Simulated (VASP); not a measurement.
The system is CsTl3.

```
Cs Tl
1.0
     5.22861    0.00000    0.00000
     0.00000    5.22861    0.00000
     0.00000    0.00000    5.22861
Cs Tl
1 3
Direct
  0.00000 0.00000 0.00000
  0.00000 0.50000 0.50000
  0.50000 0.00000 0.50000
  0.50000 0.50000 0.00000
```

The cell was generated, and may not be a known phase.

| Property | Result |
| --- | --- |
| Program | VASP 6.6.1 |
| Task | relaxation of cell and atoms |
| Functional | PBE |
| Potentials or basis | VASP PAW PBE potentials, release 64 (Cs_sv, Tl_d) |
| Cutoff | 600 eV |
| k mesh | 10 × 10 × 10 |
| Occupations | gaussian, width 0.1 eV |
| Spin | no spin polarisation |

At the start: pressure 1.9 GPa; volume 35.74 Å³/atom.

**Question.** How do energy, volume and symmetry change on relaxing?

**Answer.** Over 4 steps the energy falls by 19.6 meV/atom and the volume is 39.54 Å³/atom (+10.7 %); space group Pm-3m (No. 221, to 0.1 Å) before and after.

The path:
| step | energy change (eV) | largest force (eV/Å) | pressure (GPa) | volume (Å³) |
| --- | --- | --- | --- | --- |
| 1 | 0.0000 | 0.0000 | 1.86 | 142.94 |
| 2 | -0.0665 | 0.0000 | 0.66 | 151.69 |
| 3 | -0.0765 | 0.0000 | -0.24 | 160.72 |
| 4 | -0.0786 | 0.0000 | -0.02 | 158.17 |

Final structure:
```
Cs Tl
1.0
     5.40809    0.00000    0.00000
     0.00000    5.40809    0.00000
     0.00000    0.00000    5.40809
Cs Tl
1 3
Direct
  0.00000 0.00000 0.00000
  0.00000 0.50000 0.50000
  0.50000 0.00000 0.50000
  0.50000 0.50000 0.00000
```
